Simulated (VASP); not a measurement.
Here is a VASP 6.6.1 calculation.

File INCAR:

```
SYSTEM = Ni
ALGO = Normal
EDIFF = 1E-6
ENCUT = 520
GGA = PE
ISIF = 2
ISMEAR = -1
ISPIN = 2
LASPH = .TRUE.
LCHARG = .FALSE.
LMAXMIX = 4
LORBIT = 11
LREAL = .FALSE.
LWAVE = .FALSE.
MAGMOM = 1 1
NBANDS = 21
NELM = 150
PREC = Accurate
SIGMA = 0.1
```

Contents of KPOINTS:

```
k-points
0
G
  20 20 20
  0 0 0
```

Contents of POSCAR:

```
Ni
1.0
   -2.1127783269      2.1127783269      1.1449516623
    2.1127783269     -2.1127783269      1.1449516623
    2.1127783269      2.1127783269     -1.1449516623
Ni
2
Direct
   -0.3750000000     -0.1250000000     -0.2500000000
    0.3750000000      0.1250000000      0.2500000000
```

Potentials or basis: VASP PAW PBE potentials, release 64 (Ni).

The run is started by

```console
$ cat potpaw_PBE.64/Ni/POTCAR > POTCAR
$ mpirun -np 1 vasp_std > vasp.out
```

**Question.** Predict the pressure.

**Answer.** 35.4 GPa.

**Question.** Estimate the net moment.

**Answer.** 0.00 μB per cell.

**Question.** Predict the band gap on the k mesh.

**Answer.** Zero (filled and empty bands overlap).

Caveat: the cell stands under pressure.
